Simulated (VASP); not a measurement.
**NiO: single point with PBE+U**

NiO:

```
Ni O
1.0
     0.00000    2.13384    2.13384
     2.13384    0.00000    2.13384
     2.13384    2.13384    0.00000
Ni O
1 1
Direct
  0.00000 0.00000 0.00000
  0.50000 0.50000 0.50000
```

* Program: VASP 6.6.1
* Task: single point
* Functional: PBE
* Potentials or basis: VASP PAW PBE potentials, release 64 (Ni_sv_GW, O)
* Cutoff: 600 eV
* k mesh: 10 × 10 × 10
* Occupations: gaussian, width 0.05 eV
* Spin: no spin polarisation
* Hubbard terms: Ni d U = 6.2 eV

```yaml
Pressure: -15.3 GPa
Band_gap_on_the_k_mesh: zero (band 12 reaches 7.26 eV, above the bottom of band 13 at 4.70 eV)
```

Levels at points of the mesh, in eV from the Fermi level:
```tsv
k point	band 8	band 9	band 10	band 11	band 12	band 13	band 14	band 15	band 16	band 17
(0.00, 0.00, 0.00)	-3.43	-2.84	-2.84	-2.84	-1.32	-1.32	1.41	17.67	18.17	18.17
(0.50, 0.00, 0.00)	-5.09	-2.63	-2.63	-2.20	1.24	1.24	5.64	9.52	13.94	13.94
(0.50, 0.50, 0.00)	-4.01	-4.01	-2.57	-2.57	-0.96	-0.55	6.19	10.23	11.76	16.14
```

Eigenvalues of the final occupation matrices:
| site | spin | trace | eigenvalues |
| --- | --- | --- | --- |
| site 1 d | 1 | 3.97 | 0.60 0.60 0.93 0.93 0.93 |
| site 1 d | 2 | 3.97 | 0.60 0.60 0.93 0.93 0.93 |

Run time: 23 s on 1 thread of AMD EPYC 7R13 Processor (Zen 3), with other jobs on the host, peak memory 0.13 GiB.

Caveat: the run has no spin polarisation, though such a crystal can be magnetic; U without spin polarisation on a metal has little footing. Spin polarisation is off, so any magnetic state and its effect on volume and gap are missing.
